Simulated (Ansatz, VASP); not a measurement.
## Two plane-wave programs on Si2Mo

```
Si Mo
1.0
    -1.63500    1.63500    4.00868
     1.63500   -1.63500    4.00868
     1.63500    1.63500   -4.00868
Si Mo
2 1
Cartesian
  0.0000 0.0000 2.6863
  0.0000 0.0000 5.3311
  0.0000 0.0000 0.0000
```

Change from the starting cell: mode 4 frozen in at +0.000 Å, equal normal strain along x, y and z +0.0250.

Alike in both runs: task single point; functional PBEsol; k mesh 18 × 18 × 18; occupations gaussian, width 0.15 eV; no spin polarisation.

|  | VASP | Ansatz |
| --- | --- | --- |
| version | VASP 6.6.1 | Ansatz 0.2.0 |
| potentials or method | VASP PAW PBE potentials, release 64 (Si, Mo_sv), cutoff 520 eV | scalar-relativistic, plane waves, PAW |
| valence electrons in the cell | 22 | 22 |

|  | VASP | Ansatz | Ansatz less VASP |
| --- | --- | --- | --- |
| gap on the k mesh at the Fermi level (eV) | none | none | - |
| pressure (GPa) | -13.7 | -14.0 | -0.28 |
| traceless stress, the component that is largest in VASP (GPa) | -1.19 | -1.19 | +0.002 |
| rms of the force components (eV/Å) | 0.077 | 0.079 | +0.0018 |

VASP's potentials were made for PBE, not for PBEsol, and Ansatz warns of the same on its side. Atom by atom the forces differ by 0.002 eV/Å (rms over components). A gap of «none» marks a metal or a gap that the smearing closes. With one functional, cell and mesh, what is left measures potentials, basis and numerics.
